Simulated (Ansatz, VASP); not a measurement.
# C: VASP beside Ansatz

```
C
1.0
     2.46565    0.00000    0.00000
    -1.23283    2.13532    0.00000
     0.00000    0.00000   17.50007
C
4
Direct
  0.66667 0.33333 0.25714
  0.33333 0.66667 0.25714
  0.83333 0.66667 0.46057
  0.16667 0.33333 0.46057
```

Alike in both runs: task single point; functional PBE; dispersion D3(BJ); k mesh 15 × 15 × 1; occupations gaussian, width 0.1 eV; no spin polarisation.

```csv
,VASP,Ansatz
version,VASP 6.6.1,Ansatz 0.2.0
potentials or method,"VASP PAW PBE potentials, release 64 (C), cutoff 520 eV","scalar-relativistic, plane waves, PAW"
valence electrons in the cell,16,16
```

```tsv
	VASP	Ansatz	Ansatz less VASP
gap on the k mesh at the Fermi level (eV)	0.16	0.16	0.000
least direct gap on the mesh (eV)	0.16	0.16	0.000
rms of the force components (eV/Å)	0.009	0.009	+0.0001
```

Atom by atom the forces differ by 0.000 eV/Å (rms over components). Ansatz's warnings: structure snapped to symmetry.
